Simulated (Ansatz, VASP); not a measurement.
# ZrTaN: VASP beside Ansatz

```xyz
6
Lattice="3.9064 0.0000 0.0000 0.0000 3.9064 0.0000 0.0000 0.0000 6.3304" Properties=species:S:1:pos:R:3 pbc="T T T"
Zr    0.0000    0.0000    4.7478
Zr    0.0000    0.0000    1.5826
Ta    1.9532    1.9532    0.0000
Ta    1.9532    1.9532    3.1652
N     1.9532    0.0000    3.1652
N     0.0000    1.9532    0.0000
```

Change from the starting cell: species swapped into the HoCoC type (P4_2/mmc, No. 131).

Alike in both runs: functional PBE; k mesh 6 × 6 × 4; occupations gaussian, width 0.1 eV; no spin polarisation.

Ansatz relaxed the structure, and its values are those at the end. VASP's run is a single point on that final structure, the one shown.

|  | VASP | Ansatz |
| --- | --- | --- |
| version | VASP 6.6.1 | Ansatz 0.2.0 |
| potentials or method | VASP PAW PBE potentials, release 64 (Zr_sv, Ta_sv_GW, N), cutoff 600 eV | scalar-relativistic, plane waves, PAW |
| valence electrons in the cell | 60 | 60 |

```csv
,VASP,Ansatz,Ansatz less VASP
gap on the k mesh at the Fermi level (eV),none,none,-
pressure (GPa),0.0,0.0,-0.03
```

A gap of «none» marks a metal or a gap that the smearing closes. The functional is the same, so the differences come from potentials, cutoffs and numerics.

Spin-orbit coupling is off throughout.
